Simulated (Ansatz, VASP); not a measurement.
## Two plane-wave programs on GaPtC4N4

INCAR

```
  ALGO = Normal
  EDIFF = 1E-6
  ENCUT = 700
  GGA = PE
  GGA_COMPAT = F
  ISIF = 2
  ISMEAR = 0
  LASPH = T
  LCHARG = F
  LREAL = F
  LWAVE = F
  NBANDS = 44
  NELM = 120
  PREC = Accurate
  SIGMA = 0.1
```

File KPOINTS:

```
k-points
0
Gamma
  4 4 4
```

File POSCAR:

```
GaPtC4N4
1.0
    7.1750125100      0.0000000000      0.0000000000
    0.0000000000      7.1750125100      0.0000000000
    0.0000000000      0.0000000000      3.7496379300
Ga Pt C N
1 1 4 4
Direct
    0.0000000000      0.0000000000      0.0000000000
    0.5000000000      0.5000000000      0.0000000000
    0.1868532600      0.8131467400      0.0000000000
    0.8131467400      0.1868532600      0.0000000000
    0.1868532600      0.1868532600      0.0000000000
    0.8131467400      0.8131467400      0.0000000000
    0.3021582700      0.6978417300      0.0000000000
    0.6978417300      0.3021582700      0.0000000000
    0.3021582700      0.3021582700      0.0000000000
    0.6978417300      0.6978417300      0.0000000000
```

Input for Ansatz:

```yaml
crystal:
  lattice:
    - [7.17501251, 0.0, 0.0]
    - [0.0, 7.17501251, 0.0]
    - [0.0, 0.0, 3.74963793]
  atoms:
    - { symbol: Ga, position: [0.0, 0.0, 0.0] }
    - { symbol: Pt, position: [0.5, 0.5, 0.0] }
    - { symbol: C, position: [0.18685326, 0.81314674, 0.0] }
    - { symbol: C, position: [0.81314674, 0.18685326, 0.0] }
    - { symbol: C, position: [0.18685326, 0.18685326, 0.0] }
    - { symbol: C, position: [0.81314674, 0.81314674, 0.0] }
    - { symbol: "N", position: [0.30215827, 0.69784173, 0.0] }
    - { symbol: "N", position: [0.69784173, 0.30215827, 0.0] }
    - { symbol: "N", position: [0.30215827, 0.30215827, 0.0] }
    - { symbol: "N", position: [0.69784173, 0.69784173, 0.0] }
basis:
  ecutwfc: 420
kpoints:
  mp_grid: { grid: [4, 4, 4] }
hamiltonian:
  xc: pbe
scf:
  occupations: { method: gaussian, width: 0.1 }
  lower_state_search: "off"
output:
  forces: true
  stress: true
  eigenvalues: true
```

Alike in both runs: task single point; functional PBE; k mesh 4 × 4 × 4; occupations gaussian, width 0.1 eV; no spin polarisation.

```csv
,VASP,Ansatz
version,VASP 6.6.1,Ansatz 0.2.0
potentials or method,"VASP PAW PBE potentials, release 64 (Ga_d, Pt_sv_GW, C, N), cutoff 700 eV","scalar-relativistic, plane waves, PAW"
valence electrons in the cell,67,67
```

VASP gave:

| Quantity | Value |
| --- | --- |
| gap on the k mesh at the Fermi level (eV) | none |
| pressure (GPa) | 2.4 |
| traceless stress, the component that is largest in VASP (GPa) | -3.24 |
| rms of the force components (eV/Å) | 0.936 |

**Question.** Which values does Ansatz return?

**Answer.** gap on the k mesh at the Fermi level (eV): none; pressure (GPa): 2.3; traceless stress, the component that is largest in VASP (GPa): -2.94; rms of the force components (eV/Å): 1.013.

Atom by atom the forces differ by 0.183 eV/Å (rms over components). A gap of «none» marks a metal or a gap that the smearing closes. With one functional, cell and mesh, what is left measures potentials, basis and numerics.

The k mesh is coarse, so the values compare programs but aren't converged. Neither program's run includes spin-orbit coupling. Noted on VASP's run: the standard files for N, O and F lose accuracy on very short bonds.
